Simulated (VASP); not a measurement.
Wanted: the native input for a VASP 6.6.1 run.

```
Task                   : single point
Functional             : PBE
Potentials or basis    : VASP PAW PBE potentials, release 64 (Si, Ti_sv)
Cutoff                 : 400 eV
k mesh                 : 2 × 2 × 2
Occupations            : fermi-dirac, width 0.02 eV
Spin                   : no spin polarisation
Dipole correction      : no
Further INCAR settings : ALGO = Normal; EDIFF = 1e-06; NBANDS = 52
```

The structure of TiSi16 (a cell with a defect) lies in POSCAR:

```
TiSi16
1.0
    0.0000000000      5.4300000000      5.4300000000
    5.4300000000      0.0000000000      5.4300000000
    5.4300000000      5.4300000000      0.0000000000
Si Ti
16 1
Direct
    0.0212983425      0.0084622468     -0.0206353591
    0.1041988950      0.1192449355      0.1475506446
    0.0006813996     -0.0112523020      0.5153591160
    0.1231031308      0.1426979742      0.6151657459
   -0.0430294659      0.4817403315      0.0717587477
    0.1316758748      0.6347329650      0.1244751381
    0.0181675875      0.4914272560      0.5106906077
    0.1268232044      0.5763996317      0.6852946593
    0.4883977901      0.0090239411      0.0107182320
    0.6390147330      0.1415377532      0.1085543278
    0.4962430939      0.0354696133      0.5003130755
    0.6205709024      0.1405709024      0.6323756906
    0.4820534070      0.5070810313     -0.0217771639
    0.5837476980      0.6218508287      0.1353314917
    0.4739134438      0.5312430939      0.5077255985
    0.6273941068      0.6676703499      0.6099907919
    0.7567127072      0.7626243094      0.7575414365
```

The input as run:

INCAR

```
SYSTEM = TiSi16
PREC     = Accurate       ! precision mode
ENCUT    = 400            ! plane-wave cutoff, eV
EDIFF    = 1E-6           ! SCF threshold, eV
ISMEAR   = -1             ! smearing method
SIGMA    = 0.02           ! smearing width, eV
LREAL    = .False.        ! projectors in reciprocal space
LASPH    = .True.         ! aspherical terms in the spheres
NELM     = 120            ! most SCF steps
ALGO     = Normal         ! electronic algorithm
ISIF     = 2              ! what is computed and relaxed
LWAVE    = .False.        ! write WAVECAR
LCHARG   = .False.        ! write CHGCAR
GGA      = PE             ! functional
NBANDS   = 52             ! bands
GGA_COMPAT= .False.
```

KPOINTS

```
Automatic mesh
0
Gamma
  2 2 2
  0 0 0
```

Potentials or basis: VASP PAW PBE potentials, release 64 (Si, Ti_sv).

Command:

```sh
$ cat potpaw_PBE.64/Si/POTCAR potpaw_PBE.64/Ti_sv/POTCAR > POTCAR
$ mpirun -np 1 vasp_std > vasp.out
```

Results of the run:

```
Pressure               : 4.7 GPa
Largest force          : 2.874 eV/Å
Band gap on the k mesh : zero (bands 38 and 39 overlap by 0.27 eV)
```

Caveat: the k points lie up to 0.50 Å⁻¹ apart.

Wall time 84 s on 1 thread of AMD EPYC 9R45 96-Core Processor (Zen 5), on a shared host, peak memory 0.33 GiB.
